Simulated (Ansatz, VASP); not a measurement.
## SiC: VASP beside Ansatz

```xyz
4
Lattice="2.1242 2.1242 0.0000 -2.1242 2.1242 0.0000 0.0000 0.0000 4.2483" Properties=species:S:1:pos:R:3 pbc="T T T"
Si    1.0621    1.0621    3.1863
Si   -1.0621    1.0621    1.0621
C     0.0000    0.0000    0.0000
C     0.0000    2.1242    2.1242
```

Change from the starting cell: equal strain along all axes, cell held, atoms relaxed: -3.0 %.

Alike in both runs: task single point; functional PBE; k mesh 10 × 10 × 6; occupations gaussian, width 0.02 eV; no spin polarisation.

|  | VASP | Ansatz |
| --- | --- | --- |
| version | VASP 6.6.1 | Ansatz 0.2.0 |
| potentials or method | VASP PAW PBE potentials, release 64 (Si, C), cutoff 520 eV | scalar-relativistic, plane waves, PAW |
| valence electrons in the cell | 16 | 16 |

```csv
,VASP,Ansatz,Ansatz less VASP
gap on the k mesh at the Fermi level (eV),1.28,1.28,+0.002
least direct gap on the mesh (eV),1.28,1.28,+0.002
pressure (GPa),23.1,23.2,+0.11
```

With one functional, cell and mesh, what is left measures potentials, basis and numerics.
